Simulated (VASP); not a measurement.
A run of VASP 6.6.1:

File INCAR:

```
SYSTEM = FeS2
PREC = Accurate ; ENCUT = 600
EDIFF = 1E-6 ; ISMEAR = 0
SIGMA = 0.01 ; LREAL = .FALSE.
LASPH = .TRUE. ; NELM = 120
ALGO = Normal ; ISIF = 2
LWAVE = .FALSE. ; LCHARG = .FALSE.
GGA = PE ; NBANDS = 29
GGA_COMPAT = .FALSE.
```

KPOINTS

```
regular mesh
0
G
  6 4 6
  0 0 0
```

Contents of POSCAR:

```
FeS2
1.0
    4.3941216811      0.0000000000      0.0000000000
    0.0000000000      5.3549083549      0.0000000000
    0.0000000000      0.0000000000      3.3552764969
Fe S
2 4
Direct
    0.5000000000      0.5000000000      0.5000000000
    0.0000000000      0.0000000000      0.0000000000
    0.2937551967      0.8751795101      0.5000000000
    0.7062448033      0.1248204899      0.5000000000
    0.2062448033      0.3751795101      0.0000000000
    0.7937551967      0.6248204899      0.0000000000
```

Potentials or basis: VASP PAW PBE potentials, release 64 (Fe, S).

Run with:

```sh
$ cat potpaw_PBE.64/Fe/POTCAR potpaw_PBE.64/S/POTCAR > POTCAR
$ mpirun -np 1 vasp_std > vasp.out
```

Hardware: 1 thread of Oxide Virtual Turin-like Processor, with other jobs on the host.

Q: Estimate the wall time of this run.

A: Wall time 3.6 min on 1 thread of Oxide Virtual Turin-like Processor, with other jobs on the host, peak memory 0.24 GiB. Counts: scf iterations 15, k points 48.
